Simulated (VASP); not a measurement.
A run of VASP 6.6.1:

Contents of INCAR:

```
PREC     = Accurate       # precision mode
ENCUT    = 600            # plane-wave cutoff, eV
EDIFF    = 1E-6           # SCF threshold, eV
ISMEAR   = 0              # smearing method
SIGMA    = 0.5            # smearing width, eV
LREAL    = F              # projectors in reciprocal space
LASPH    = T              # aspherical terms in the spheres
NELM     = 120            # most SCF steps
ALGO     = Normal         # electronic algorithm
ISIF     = 2              # what is computed and relaxed
LWAVE    = F              # write WAVECAR
LCHARG   = F              # write CHGCAR
GGA      = PE             # functional
NBANDS   = 11             # bands
GGA_COMPAT= F
```

Contents of KPOINTS:

```
regular mesh
0
Gamma
  8 8 8
```

Contents of POSCAR:

```
SiC
1.0
    0.0000000000      2.1780523476      2.1780523476
    2.1780523476      0.0000000000      2.1780523476
    2.1780523476      2.1780523476      0.0000000000
Si C
1 1
Direct
    0.0000000000      0.0000000000      0.0000000000
    0.2500000000      0.2500000000      0.2500000000
```

Potentials or basis: VASP PAW PBE potentials, release 64 (Si, C).

Run with:

```sh
$ cat potpaw_PBE.64/Si/POTCAR potpaw_PBE.64/C/POTCAR > POTCAR
$ mpirun -np 1 vasp_std > vasp.out
```

Hardware: 1 thread of Intel Xeon 8259CL (shared host).

**Question.** Estimate the wall time of this run.

**Answer.** Run time: 19 s on 1 thread of Intel Xeon 8259CL (shared host), peak memory 0.15 GiB. Counts: scf iterations 12, k points 29.
